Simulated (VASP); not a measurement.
# Ge7H2 in VASP: further runs, part 2 of 2

VASP 6.6.1. The steps go on from the part before.

## 3. Single point, LDA

Contents of INCAR:

```
PREC = Accurate
ENCUT = 520
EDIFF = 1E-7
ISMEAR = 0
SIGMA = 0.05
LREAL = Auto
LASPH = T
NELM = 80
ALGO = Normal
ISIF = 2
LWAVE = F
LCHARG = T
LDIPOL = T
IDIPOL = 3
DIPOL = 0.5 0.5 0.356
GGA = CA
LELF = T
LVHAR = T
LVACPOTAV = T
NBANDS = 115
```

Contents of KPOINTS:

```
regular mesh
0
Gamma
  6 3 1
```

Contents of POSCAR:

```
Ge7H2
1.0
    3.9752292141      0.0000000000      0.0000000000
    0.0000000000      7.9504584281      0.0000000000
    0.0000000000      0.0000000000     22.1891745247
Ge H
14 4
Direct
    0.0000000000      0.2500000000      0.2211186323
    0.0000000000      0.7500000000      0.2211186323
    0.0000000000      0.5000000000      0.2844583372
    0.0000000000      0.0000000000      0.2844583372
    0.5000000000      0.5000000000      0.3477980422
    0.5000000000      0.0000000000      0.3477980422
    0.5000000000      0.7536115276      0.4113367780
    0.5000000000      0.2476498407      0.4064143315
    0.0000000000      0.7562380496      0.4745710858
    0.0000000000      0.2498911882      0.4656468626
    0.0000000000      0.0082313522      0.5393938243
    0.0000000000      0.4942501807      0.5294488104
    0.5000000000      0.1565817851      0.5695623682
    0.5000000000      0.4542270729      0.5899777288
   -0.3085651772      0.2500000000      0.1796750369
    0.3085651772      0.2500000000      0.1796750369
    0.3079205199      0.7500000000      0.1794214520
   -0.3079205199      0.7500000000      0.1794214520
```

Potentials or basis: VASP PAW LDA potentials, release 64 (Ge_d, H).

Started as:

```
cat potpaw_LDA.64/Ge_d/POTCAR potpaw_LDA.64/H/POTCAR > POTCAR
mpirun -np 1 vasp_std > vasp.out
```

It took 30 min on 1 thread of Intel Xeon Platinum 8488C (Sapphire Rapids), shared host; peak memory 0.69 GiB.

It converged, with:

```
Free energy            : -82.7637 eV
Largest force          : 0.956 eV/Å
Band gap on the k mesh : 0.11 eV, indirect (least direct gap 0.60 eV)
```

Forces on the atoms (eV/Å):
```
Ge   0.000 -0.047  0.345
Ge   0.000  0.030  0.248
Ge   0.000  0.161 -0.248
Ge   0.000 -0.137 -0.220
Ge   0.000  0.242 -0.232
Ge   0.000 -0.263 -0.671
Ge   0.000  0.010 -0.001
Ge   0.000 -0.011 -0.002
Ge   0.000 -0.008  0.002
Ge   0.000  0.010 -0.013
Ge   0.000 -0.011  0.015
Ge   0.000 -0.011  0.007
Ge   0.000  0.011 -0.147
Ge   0.000  0.011  0.956
H   -0.015  0.018 -0.016
H    0.015  0.018 -0.016
H   -0.002 -0.013 -0.003
H    0.002 -0.013 -0.003
```

Levels at points of the mesh, in eV from the valence-band top:
| k point | band 98 | band 99 | band 100 | band 101 | band 102 | band 103 |
| --- | --- | --- | --- | --- | --- | --- |
| (0.00, 0.00, 0.00) | -0.76 | -0.35 | -0.35 | 0.26 | 0.80 | 0.83 |
| (0.50, 0.00, 0.00) | -1.28 | -1.02 | -1.01 | 0.11 | 0.63 | 1.15 |

## 4. Single point, LDA

Contents of INCAR:

```
SYSTEM = Ge7H2
PREC     = Accurate       ! precision mode
ENCUT    = 520            ! plane-wave cutoff, eV
EDIFF    = 1E-7           ! SCF threshold, eV
ISMEAR   = 0              ! smearing method
SIGMA    = 0.05           ! smearing width, eV
LREAL    = Auto         
LASPH    = .True.         ! aspherical terms in the spheres
NELM     = 60             ! most SCF steps
ALGO     = Normal         ! electronic algorithm
ISIF     = 2              ! what is computed and relaxed
LWAVE    = .False.        ! write WAVECAR
LCHARG   = .False.        ! write CHGCAR
LDIPOL   = .True.       
IDIPOL   = 3            
DIPOL    = 0.5 0.5 0.357
GGA      = CA             ! functional
NBANDS   = 115            ! bands
```

Contents of KPOINTS:

```
regular mesh
0
Gamma
  6 3 1
  0 0 0
```

Contents of POSCAR:

```
Ge7H2
1.0
    3.9752292141      0.0000000000      0.0000000000
    0.0000000000      7.9504584281      0.0000000000
    0.0000000000      0.0000000000     22.1891745247
Ge H
14 4
Direct
    0.0000000000      0.2500000000      0.2211186323
    0.0000000000      0.7500000000      0.2211186323
    0.0000000000      0.5000000000      0.2844583372
    0.0000000000      0.0000000000      0.2844583372
    0.5000000000      0.5000000000      0.3477980422
    0.5000000000      0.0000000000      0.3477980422
    0.5000000000      0.7512698334      0.4112848839
    0.5000000000      0.2492889566      0.4068619433
    0.0000000000      0.7464014625      0.4742973282
    0.0000000000      0.2585987151      0.4670005425
    0.0000000000     -0.0004526857      0.5370900253
    0.0000000000      0.4947960265      0.5367799049
    0.5000000000      0.1549369579      0.5598278916
    0.5000000000      0.4402702845      0.5997122054
   -0.3085651772      0.2500000000      0.1796750369
    0.3085651772      0.2500000000      0.1796750369
    0.3079205199      0.7500000000      0.1794214520
   -0.3079205199      0.7500000000      0.1794214520
```

Potentials or basis: VASP PAW LDA potentials, release 64 (Ge_d, H).

Started as:

```
cat potpaw_LDA.64/Ge_d/POTCAR potpaw_LDA.64/H/POTCAR > POTCAR
mpirun -np 1 vasp_std > vasp.out
```

OUTCAR:

```text
SYSTEM = Ge7H2
   PREC = Accurate
   ENCUT = 520
   EDIFF = 1E-7
   ISMEAR = 0
   LREAL = Auto
   LASPH = .True.
   NELM = 60
   ISIF = 2
   GGA = CA

 ion  position               nearest neighbor table
   1  0.000  0.250  0.221-  15 1.53  16 1.53   3 2.43   4 2.43
   2  0.000  0.750  0.221-  17 1.53  18 1.53   3 2.43   4 2.43
   3  0.000  0.500  0.284-   1 2.43   2 2.43   5 2.43   5 2.43
   4  0.000  0.000  0.284-   1 2.43   2 2.43   6 2.43   6 2.43
   5  0.500  0.500  0.348-   8 2.39   3 2.43   3 2.43   7 2.44
   6  0.500  0.000  0.348-   8 2.38   7 2.43   4 2.43   4 2.43
   7  0.500  0.751  0.411-   6 2.43   9 2.43   9 2.43   5 2.44
[... 1155 lines left out ...]
  external PRESSURE =       7.4306836 kB  Pullay stress =       0.0000000 kB

 VOLUME and BASIS-vectors are now :
 -----------------------------------------------------------------------------
  energy-cutoff  :      520.00
  volume of cell :      701.29
      direct lattice vectors                 reciprocal lattice vectors
     3.975229214  0.000000000  0.000000000     0.251557821  0.000000000  0.000000000
     0.000000000  7.950458428  0.000000000     0.000000000  0.125778911  0.000000000
     0.000000000  0.000000000 22.189174525     0.000000000  0.000000000  0.045067021

 POSITION                                       TOTAL-FORCE (eV/Angst)
 -----------------------------------------------------------------------------------
      0.00000      1.98761      4.90644         0.000000     -0.007734      0.327080
      0.00000      5.96284      4.90644         0.000000     -0.011695      0.255282
      0.00000      3.97523      6.31190         0.000000      0.116144     -0.244684
      0.00000      0.00000      6.31190         0.000000     -0.081640     -0.215710
      1.98761      3.97523      7.71735         0.000000      0.267171     -0.351451
      1.98761      0.00000      7.71735         0.000000     -0.294887     -0.456158
[... 10 lines left out ...]
      1.22405      5.96284      3.98121         0.000368      0.002869     -0.001293
      2.75117      5.96284      3.98121        -0.000368      0.002869     -0.001293
 -----------------------------------------------------------------------------------
    total drift:                                0.000000     -0.000598      0.000207

  FREE ENERGIE OF THE ION-ELECTRON SYSTEM (eV)
  ---------------------------------------------------
  free  energy   TOTEN  =       -82.8799980588 eV

  energy  without entropy=      -82.8799980576  energy(sigma->0) =      -82.87999806

 vacuum level on the upper side and lower side of the slab         4.252         3.985
```

It took 27 min on 1 thread of Intel Xeon Platinum 8559C (Emerald Rapids), shared host; peak memory 0.67 GiB.

Results:

- Free energy: -82.8800 eV
- Largest force: 0.543 eV/Å
- Band gap on the k mesh: 0.39 eV, indirect (least direct gap 0.53 eV)

Forces in eV/Å, atoms in the order of the input:
```
Ge   0.000 -0.008  0.327
Ge   0.000 -0.012  0.255
Ge   0.000  0.116 -0.245
Ge   0.000 -0.082 -0.216
Ge   0.000  0.267 -0.351
Ge   0.000 -0.295 -0.456
Ge   0.000 -0.007 -0.001
Ge   0.000 -0.004  0.002
Ge   0.000  0.006  0.016
Ge   0.000 -0.002 -0.001
Ge   0.000 -0.003 -0.006
Ge   0.000  0.004  0.005
Ge   0.000  0.007  0.397
Ge   0.000 -0.008  0.314
H   -0.014  0.006 -0.018
H    0.014  0.006 -0.018
H    0.000  0.003 -0.001
H    0.000  0.003 -0.001
```

Levels at points of the mesh, in eV from the valence-band top:
```tsv
k point	band 98	band 99	band 100	band 101	band 102	band 103
(0.00, 0.00, 0.00)	-0.54	-0.25	-0.14	0.39	0.96	1.11
(0.50, 0.00, 0.00)	-1.02	-0.97	-0.85	0.46	0.86	1.34
```
